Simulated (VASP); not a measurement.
Write the native input for VASP 6.6.1 that does the following.

| Property | Result |
| --- | --- |
| Task | single point |
| Functional | r2SCAN |
| Potentials or basis | VASP PAW PBE potentials, release 64 (Pd) |
| Cutoff | 520 eV |
| k mesh | 14 × 14 × 14 |
| Occupations | fermi-dirac, width 0.05 eV |
| Spin | collinear spin, ferromagnetic start |
| Starting moments | [0.5] μB |
| Dipole correction | no |
| Further INCAR settings | ALGO = Normal; EDIFF = 1e-06; NBANDS = 15 |

Crystal: Pd.

```xyz
1
Lattice="2.5531 0.0000 0.0000 0.0000 2.5531 0.0000 0.0000 0.0000 2.5531" Properties=species:S:1:pos:R:3 pbc="T T T"
Pd    0.0000    0.0000    0.0000
```

This cell differs from its parent crystal: volume scaled by 0.96.

These files were run (other wordings do the same):

POSCAR

```
Pd
1.0
    2.5530980454      0.0000000000      0.0000000000
    0.0000000000      2.5530980454      0.0000000000
    0.0000000000      0.0000000000      2.5530980454
Pd
1
Direct
    0.0000000000      0.0000000000      0.0000000000
```

INCAR.step1

```
SYSTEM = Pd
ALGO = Normal
EDIFF = 1E-4
ENCUT = 520
GGA = PE
ISMEAR = -1
ISPIN = 2
LASPH = .True.
LCHARG = .False.
LMAXMIX = 4
LREAL = .False.
LWAVE = .True.
MAGMOM = 0.5
NBANDS = 15
NELM = 150
PREC = Accurate
SIGMA = 0.05
```

INCAR.step2

```
SYSTEM = Pd
ALGO = Normal
EDIFF = 1E-6
ENCUT = 520
ISIF = 2
ISMEAR = -1
ISPIN = 2
ISTART = 1
LASPH = .True.
LCHARG = .False.
LMAXMIX = 4
LMIXTAU = .True.
LORBIT = 11
LREAL = .False.
LWAVE = .False.
MAGMOM = 0.5
METAGGA = R2SCAN
NBANDS = 15
NELM = 150
PREC = Accurate
SIGMA = 0.05
```

KPOINTS

```
k-points
0
Gamma
  14 14 14
  0 0 0
```

Potentials or basis: VASP PAW PBE potentials, release 64 (Pd).

The run is started by

```sh
$ cat potpaw_PBE.64/Pd/POTCAR > POTCAR
$ cp INCAR.step1 INCAR
$ mpirun -np 1 vasp_std > vasp.out
$ cp INCAR.step2 INCAR
$ mpirun -np 1 vasp_std > vasp.out
```

It gave:

```yaml
Pressure: 6.9 GPa
Band_gap_on_the_k_mesh: zero (filled and empty bands overlap)
Net_moment: 0.00 μB per cell
Valence_electrons_inside_the_program's_atomic_spheres: Pd 9.51
```

Caveat: the PAW data sets were made with another functional, which shifts forces and pressure a little.

It took 100 s on 1 thread of Intel(R) Xeon(R) Platinum 8488C (Sapphire Rapids) (shared host), peak memory 0.16 GiB.
